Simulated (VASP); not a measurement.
Wanted: the native input for a VASP 6.6.1 run.

```yaml
Task: relaxation of the atoms
Functional: PBE
Potentials_or_basis: VASP PAW PBE potentials, release 64 (C, O)
Cutoff: 520 eV
k_mesh: 4 × 4 × 4
Occupations: fermi-dirac, width 0.02 eV
Spin: no spin polarisation
Dipole_correction: no
Further_INCAR_settings: ALGO = Normal; EDIFF = 1e-06; IBRION = 2; EDIFFG = -0.02; NSW = 80
```

The structure of CO2 lies in POSCAR:

```
CO2
1.0
    5.6200000000      0.0000000000      0.0000000000
    0.0000000000      5.6200000000      0.0000000000
    0.0000000000      0.0000000000      5.6200000000
C O
4 8
Direct
    0.0000000000      0.0000000000      0.0000000000
    0.5000000000      0.0000000000      0.5000000000
    0.5000000000      0.5000000000      0.0000000000
    0.0000000000      0.5000000000      0.5000000000
    0.1670000000      0.1670000000      0.1670000000
    0.3330000000      0.8330000000      0.6670000000
    0.6670000000      0.3330000000      0.8330000000
    0.8330000000      0.6670000000      0.3330000000
    0.8330000000      0.8330000000      0.8330000000
    0.6670000000      0.1670000000      0.3330000000
    0.3330000000      0.6670000000      0.1670000000
    0.1670000000      0.3330000000      0.6670000000
```

These files were run (other wordings do the same):

INCAR

```
SYSTEM = CO2
PREC     = Accurate       ! precision mode
ENCUT    = 520            ! plane-wave cutoff, eV
EDIFF    = 1E-6           ! SCF threshold, eV
ISMEAR   = -1             ! smearing method
SIGMA    = 0.02           ! smearing width, eV
LREAL    = .False.        ! projectors in reciprocal space
LASPH    = .True.         ! aspherical terms in the spheres
NELM     = 60             ! most SCF steps
ALGO     = Normal         ! electronic algorithm
ISIF     = 2              ! what is computed and relaxed
LWAVE    = .False.        ! write WAVECAR
LCHARG   = .False.        ! write CHGCAR
GGA      = PE             ! functional
IBRION   = 2              ! ionic algorithm
NSW      = 80             ! ionic steps
EDIFFG   = -0.02          ! ionic threshold
```

KPOINTS

```
Automatic mesh
0
Gamma
  4 4 4
  0 0 0
```

Potentials or basis: VASP PAW PBE potentials, release 64 (C, O).

The run is started by

```sh
$ cat potpaw_PBE.64/C/POTCAR potpaw_PBE.64/O/POTCAR > POTCAR
$ mpirun -np 1 vasp_std > vasp.out
```

It gave:

The energy gained by relaxing is 2685.8 meV/atom. The ionic steps are 4, the pressure after relaxing is 1.0 GPa and the largest force after relaxing is 0.020 eV/Å. The band gap on the k mesh is 6.71 eV, direct.

Wall time 5 min on 1 thread of AMD EPYC 7R13, with other jobs on the host, peak memory 0.25 GiB.
